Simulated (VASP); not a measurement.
# Cs (I4/mmm) in VASP: electric field gradients with r2SCAN

Aim: the electric field gradients of Cs with r2SCAN.

All numbers are computed with VASP 6.6.1; they aren't measurements. Logs are shortened: lines on timing, memory, paths and dates and some standing lists are left out, and cuts for length are marked.

### 1 The cell of the first run

Symmetry: I4/mmm, No. 139, tetragonal system. The conventional cell has a = 6.135 Å, b = 6.135 Å, c = 6.507 Å, α = 90.00°, β = 90.00°, γ = 90.00°.

### 2 Electric field gradients, r2SCAN (z stretched by +4 % at fixed volume)

POSCAR

```
Cs
1.0
   -3.0677123838      3.0677123838      3.2536036639
    3.0677123838     -3.0677123838      3.2536036639
    3.0677123838      3.0677123838     -3.2536036639
Cs
1
Direct
    0.0000000000      0.0000000000      0.0000000000
```

INCAR.step1

```
PREC = Accurate
ENCUT = 520
ISMEAR = -1
SIGMA = 0.03
LREAL = F
LASPH = T
NELM = 100
NBANDS = 10
GGA = PE
ALGO = Normal
EDIFF = 1E-4
LWAVE = T
LCHARG = F
```

INCAR.step2

```
PREC = Accurate
ENCUT = 520
EDIFF = 1E-8
ISMEAR = -1
SIGMA = 0.03
LREAL = F
LASPH = T
NELM = 100
ALGO = Normal
ISIF = 2
LWAVE = F
LCHARG = F
METAGGA = R2SCAN
LMIXTAU = T
LEFG = T
NBANDS = 10
ISTART = 1
```

KPOINTS

```
regular mesh
0
Gamma
  9 9 9
```

Potentials or basis: VASP PAW PBE potentials, release 64 (Cs_sv).

Launch:

```bash
> cat potpaw_PBE.64/Cs_sv/POTCAR > POTCAR
> cp INCAR.step1 INCAR
> mpirun -np 1 vasp_std > vasp.out
> cp INCAR.step2 INCAR
> mpirun -np 1 vasp_std > vasp.out
```

OUTCAR:

```text
PREC = Accurate
   ENCUT = 520
   EDIFF = 1E-8
   ISMEAR = -1
   LREAL = F
   LASPH = T
   NELM = 100
   ISIF = 2
   METAGGA = R2SCAN
   ISTART = 1

 ion  position               nearest neighbor table
   1  0.000  0.000  0.000-

  LATTYP: Found a body centered tetragonal cell.
 ALAT       =     6.1354247676
 C/A-ratio  =     1.0605960588

  Lattice vectors:

 A1 = (  -3.0677123838,   3.0677123838,   3.2536036639)
 A2 = (   3.0677123838,  -3.0677123838,   3.2536036639)
 A3 = (   3.0677123838,   3.0677123838,  -3.2536036639)

Analysis of symmetry for initial positions (statically):
=====================================================================
 Subroutine PRICEL returns:
 Original cell was already a primitive cell.

 Routine SETGRP: Setting up the symmetry group for a
 body centered tetragonal supercell.

 Subroutine GETGRP returns: Found 16 space group operations
 (whereof 16 operations were pure point group operations)
 out of a pool of 16 trial point group operations.

The static configuration has the point symmetry D_4h.

Analysis of symmetry for dynamics (positions and initial velocities):
=====================================================================
 Subroutine PRICEL returns:
 Original cell was already a primitive cell.

 Routine SETGRP: Setting up the symmetry group for a
 body centered tetragonal supercell.

 Subroutine GETGRP returns: Found 16 space group operations
 (whereof 16 operations were pure point group operations)
 out of a pool of 16 trial point group operations.

The dynamic configuration has the point symmetry D_4h.

 Subroutine INISYM returns: Found 16 space group operations
 (whereof 16 operations are pure point group operations),
 and found     1 'primitive' translations

----------------------------------------------------------------------------------------

                                     Primitive cell

  volume of cell :     122.4768

  direct lattice vectors                    reciprocal lattice vectors
    -3.067712384  3.067712384  3.253603664     0.000000000  0.162987900  0.153675755
     3.067712384 -3.067712384  3.253603664     0.162987900  0.000000000  0.153675755
     3.067712384  3.067712384 -3.253603664     0.162987900  0.162987900  0.000000000

  length of vectors
     5.422882568  5.422882568  5.422882568     0.224011815  0.224011815  0.230499699

  position of ions in fractional coordinates (direct lattice)
     0.000000000  0.000000000  0.000000000

  ion indices of the primitive-cell ions
   primitive index   ion index
                 1           1

----------------------------------------------------------------------------------------

 KPOINTS: regular mesh

Automatic generation of k-mesh.
 Grid dimensions read from file:
 generate k-points for:    9    9    9

 Generating k-lattice:

  Cartesian coordinates                     Fractional coordinates (reciprocal lattice)
     0.000000000  0.018109767  0.017075084     0.111111111  0.000000000 -0.000000000
     0.018109767  0.000000000  0.017075084     0.000000000  0.111111111 -0.000000000
     0.018109767  0.018109767  0.000000000     0.000000000  0.000000000  0.111111111

  Length of vectors
     0.024890202  0.024890202  0.025611078

  Shift w.r.t. Gamma in fractional coordinates (k-lattice)
     0.000000000  0.000000000  0.000000000

 Subroutine IBZKPT returns following result:
 ===========================================

 Found     75 irreducible k-points:

 Following reciprocal coordinates:
            Coordinates               Weight
  0.000000  0.000000  0.000000      1.000000
  0.111111 -0.000000  0.000000      8.000000
  0.222222  0.000000 -0.000000      8.000000
  0.333333 -0.000000  0.000000      8.000000
  0.444444  0.000000 -0.000000      8.000000
  0.111111  0.111111 -0.000000      8.000000
[... 16 lines left out ...]
 -0.333333  0.333333  0.000000      4.000000
  0.444444  0.444444 -0.000000      8.000000
 [... further k-points ...]
   k-points           NKPTS =     75   k-points in BZ     NKDIM =     75   number of bands    NBANDS=     10
   number of dos      NEDOS =    301   number of ions     NIONS =      1
   total plane-waves  NPLWV =  64000
   dimension x,y,z NGX =    40 NGY =   40 NGZ =   40
   dimension x,y,z NGXF=    80 NGYF=   80 NGZF=   80
   ions per type =               1
   NGX,Y,Z   is equivalent  to a cutoff of  12.26, 12.26, 12.26 a.u.
   NGXF,Y,Z  is equivalent  to a cutoff of  24.53, 24.53, 24.53 a.u.
 SYSTEM =  unknown system
   PREC   = accura    normal or accurate (medium, high low for compatibility)
   ISTART =      1    job   : 0-new  1-cont  2-samecut
   ICHARG =      0    charge: 1-file 2-atom 10-const
   ISPIN  =      1    spin polarized calculation?
   LNONCOLLINEAR =      F non collinear calculations
   LSORBIT =      F    spin-orbit coupling
   LASPH  =      T    aspherical Exc in radial PAW
   ENCUT  =  520.0 eV  38.22 Ry    6.18 a.u.  10.08 10.08 10.08*2*pi/ulx,y,z
   NELM   =    100;   NELMIN=  2; NELMDL=  0     # of ELM steps
   EDIFF  = 0.1E-07   stopping-criterion for ELM
   LREAL  =      F    real-space projection
   EDIFFG = 0.1E-06   stopping-criterion for IOM
   NSW    =      0    number of steps for IOM
   IBRION =     -1    ionic relax: 0-MD 1-quasi-New 2-CG
   NFREE  =      0    steps in history (QN), initial steepest desc. (CG)
   ISIF   =      2    stress and relaxation
   ISYM   =      2    0-nonsym 1-usesym 2-fastsym
   POTIM  = 0.5000    time-step for ionic-motion
   TEBEG  =    0.0;   TEEND  =   0.0 temperature during run
   PSTRESS=    0.0 pullay stress
   NELECT =       9.0000    total number of electrons
   NUPDOWN=      -1.0000    fix difference up-down
   EMIN   =  10.00;   EMAX   =-10.00  energy-range for DOS
   EFERMI =   0.00;   METHOD = LEGACY
   ISMEAR =    -1;   SIGMA  =   0.03  broadening in eV -4-tet -1-fermi 0-gaus
   EFERMI_NEDOS =   21; number of points for ismear=-14 and -15
   IALGO  =     38    algorithm
   IMIX   =      4    mixing-type and parameters
     AMIX     =   0.40;   BMIX     =  1.00
     AMIX_MAG =   1.60;   BMIX_MAG =  1.00
  volume/ion in A,a.u.               =     122.48       826.51
  Fermi-wavevector in a.u.,A,eV,Ry     =   0.685706  1.295796  6.397353  0.470192
  Thomas-Fermi vector in A             =   1.765724
   LORBIT       =      0    0 simple, 1 ext, 2 COOP (PROOUT), +10 PAW based schemes
   METAGGA = R2SCAN    functional components
   LHFCALC =     F    Hartree Fock is set to
   AEXX    =    0.0000 exact exchange contribution
   IVDW    =     0    specifies the selected vdW correction
   LEPSILON=     F    determine dielectric tensor
   LRPA    =     F    only Hartree local field effects (RPA)
 non-spin polarized calculation
  energy-cutoff  :      520.00
  volume of cell :      122.48
 maximum number of plane-waves:      3332
   NGX = 21   NGY = 21   NGZ = 21

 number of electron       8.9999999 magnetization

 Free energy of the ion-electron system (eV)
  ---------------------------------------------------
  ext. energy  EPLUGINS =         0.00000000
  ---------------------------------------------------
  free energy    TOTEN  =       -25.02247954 eV

  energy without entropy =      -25.01928358  energy(sigma->0) =      -25.02088156

 E-fermi :   0.4042     XC(G=0):  -5.4731

 val. band max:        0.3975469568   @ k =  -0.2222   0.4444   0.1111
 cond. band min:       0.4111632824   @ k =  -0.4444   0.4444   0.0000
 fundamental gap:      0.0136163257
 Fermi energy:         0.4041603263

 k-point     1 :       0.0000    0.0000    0.0000
  band No.  band energies     occupation
      1     -24.4425      2.00000
      2     -10.8174      2.00000
      3     -10.8171      2.00000
      4     -10.8171      2.00000
      5      -1.3288      2.00000
      6       3.0914      0.00000
      7       3.0914      0.00000
      8       3.3325      0.00000
      9       3.8210      0.00000
     10       4.1627      0.00000

 k-point     2 :       0.1111   -0.0000    0.0000
  band No.  band energies     occupation
      1     -24.4419      2.00000
      2     -10.8309      2.00000
      3     -10.8211      2.00000
      4     -10.8172      2.00000
      5      -1.1961      2.00000
      6       2.9277      0.00000
      7       3.0301      0.00000
      8       3.3738      0.00000
      9       3.6765      0.00000
     10       4.0688      0.00000
[... 274 lines left out ...]
 k-point    24 :       0.4444    0.4444   -0.0000
  band No.  band energies     occupation
      1     -24.4368      2.00000
      2     -10.9243      2.00000
      3     -10.8607      2.00000
      4     -10.8260      2.00000
      5       0.6540      0.00048
      6       1.2219      0.00000
      7       2.0141      0.00000
      8       3.8302      0.00000
      9       4.5703      0.00000
     10       4.9840      0.00000

 [... further k-points ...]

------------------------ aborting loop because EDIFF is reached ----------------------------------------

  FORCE on cell =-STRESS in cart. coord.  units (eV):
  Direction    XX          YY          ZZ          XY          YZ          ZX
  --------------------------------------------------------------------------------------
  -------------------------------------------------------------------------------------
  Total        0.0111058      0.0111058     -0.0088724      0.0000000      0.0000000      0.0000000
  in kB        0.1452805      0.1452805     -0.1160639      0.0000000      0.0000000      0.0000000
  external PRESSURE =       0.0581657 kB  Pullay stress =       0.0000000 kB

 VOLUME and BASIS-vectors are now :
 -----------------------------------------------------------------------------
  energy-cutoff  :      520.00
  volume of cell :      122.48
      direct lattice vectors                 reciprocal lattice vectors
    -3.067712384  3.067712384  3.253603664     0.000000000  0.162987900  0.153675755
     3.067712384 -3.067712384  3.253603664     0.162987900  0.000000000  0.153675755
     3.067712384  3.067712384 -3.253603664     0.162987900  0.162987900  0.000000000

 POSITION                                       TOTAL-FORCE (eV/Angst)
 -----------------------------------------------------------------------------------
      0.00000      0.00000      0.00000        -0.000000      0.000000     -0.000000
 -----------------------------------------------------------------------------------
    total drift:                               -0.000000     -0.000000     -0.000000

  FREE ENERGIE OF THE ION-ELECTRON SYSTEM (eV)
  ---------------------------------------------------
  free  energy   TOTEN  =       -25.0224795372 eV

  energy  without entropy=      -25.0192835775  energy(sigma->0) =      -25.02088156

 Electric field gradients (V/A^2)
---------------------------------------------------------------------
 ion       V_xx      V_yy      V_zz      V_xy      V_xz      V_yz
---------------------------------------------------------------------
   1      -0.241    -0.241     0.481     0.000     0.000     0.000
---------------------------------------------------------------------

 Electric field gradients after diagonalization (V/A^2)
 (convention: |V_zz| > |V_xx| > |V_yy|)
----------------------------------------------------------------------
 ion       V_xx      V_yy      V_zz     asymmetry (V_yy - V_xx)/ V_zz
----------------------------------------------------------------------
   1      -0.241    -0.240     0.481       0.002
----------------------------------------------------------------------

           NMR quadrupolar parameters

 Cq : quadrupolar parameter    Cq=e*Q*V_zz/h
 eta: asymmetry parameters     (V_yy - V_xx)/ V_zz
 Q  : nuclear electric quadrupole moment in mb (millibarn)
----------------------------------------------------------------------
 ion       Cq(MHz)       eta       Q (mb)
----------------------------------------------------------------------
   1       0.001       0.002       1.000
----------------------------------------------------------------------
```

Run time: 4.8 min. Hardware: 1 thread of AMD EPYC 9R45 (Zen 5), shared host; peak memory 0.27 GiB.

What came out:

| Item | Value |
| --- | --- |
| Free energy | -25.0225 eV |
| Pressure | 0.0 GPa |
| Band gap on the k mesh | zero (an odd number of electrons rules out a gap without spin polarisation) |
| Largest electric field gradient by atom | Cs +0.5 V/Å² |

Electric field gradients, principal values (V/Å²):
| atom | least | middle | greatest (by size) |
| --- | --- | --- | --- |
| 1 Cs | -0.240 | -0.241 | 0.481 |

Caveat: without QUAD_EFG the Cq values of the log hold for a quadrupole moment of 1 mb, not for the nuclei; the PAW data sets were made with another functional, which shifts forces and pressure a little; spin-orbit coupling is left out, which moves the levels of the heavy elements.
